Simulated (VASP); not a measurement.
Runs of VASP 6.6.1 on KAl3. The structure is that of space group Pm-3m (No. 221), or close to it. The cells are those of the table. 

| task | cell | k mesh | cutoff (eV) | gap on the mesh (eV) | pressure (GPa) |
| --- | --- | --- | --- | --- | --- |
| single point | a = 4.522 Å, 4 atoms | 4 × 4 × 4 | 520 | none | 0.3 |
| single point | a = 4.518 Å, 4 atoms | 10 × 10 × 10 | 520 | none | (a) |
| single point | a = 4.307 Å, 4 atoms | 4 × 4 × 4 | 520 | none | 6.6 |
| relaxation of cell and atoms | relaxed from a = 4.307 Å, 4 atoms | 4 × 4 × 4 | 600 | none | -0.1 |

Alike in all rows: level PBE; potentials or basis VASP PAW PBE potentials, release 64 (K_sv, Al); no spin polarisation; smearing gaussian 0.1 eV.

Fill in the values left out.

(a) 0.0.

Caveats: some runs use coarse meshes.

A gap of «none» marks levels without a gap at the run's occupations.
